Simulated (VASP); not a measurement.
Here is a VASP 6.6.1 calculation.

File POSCAR:

```
MgAu
1.0
    2.8356675033      0.0000000000      0.0000000000
    0.0000000000      2.8356675033      0.0000000000
    0.0000000000      0.0000000000      2.8356675033
Mg Au
1 1
Direct
    0.5000000000      0.5000000000      0.5000000000
    0.0000000000      0.0000000000      0.0000000000
```

The input INCAR.step1:

```
PREC = Accurate
ENCUT = 520
ISMEAR = -1
SIGMA = 0.05
LREAL = F
LASPH = T
NELM = 100
NBANDS = 14
GGA = PE
ALGO = Normal
EDIFF = 1E-4
LWAVE = T
LCHARG = F
```

Contents of INCAR.step2:

```
PREC = Accurate
ENCUT = 520
EDIFF = 1E-8
ISMEAR = -1
SIGMA = 0.05
LREAL = F
LASPH = T
NELM = 100
ALGO = Normal
ISIF = 2
LWAVE = F
LCHARG = F
METAGGA = R2SCAN
LMIXTAU = T
LEFG = T
NBANDS = 14
ISTART = 1
```

KPOINTS

```
regular mesh
0
Gamma
  11 11 11
```

Potentials or basis: VASP PAW PBE potentials, release 64 (Mg, Au).

Run with:

```sh
$ cat potpaw_PBE.64/Mg/POTCAR potpaw_PBE.64/Au/POTCAR > POTCAR
$ cp INCAR.step1 INCAR
$ mpirun -np 1 vasp_std > vasp.out
$ cp INCAR.step2 INCAR
$ mpirun -np 1 vasp_std > vasp.out
```

(1) What does it give for the pressure?

Results:

(1) 110.8 GPa.

Caveat: without QUAD_EFG the Cq values of the log hold for a quadrupole moment of 1 mb, not for the nuclei; the PAW data sets were made with another functional, which shifts forces and pressure a little.
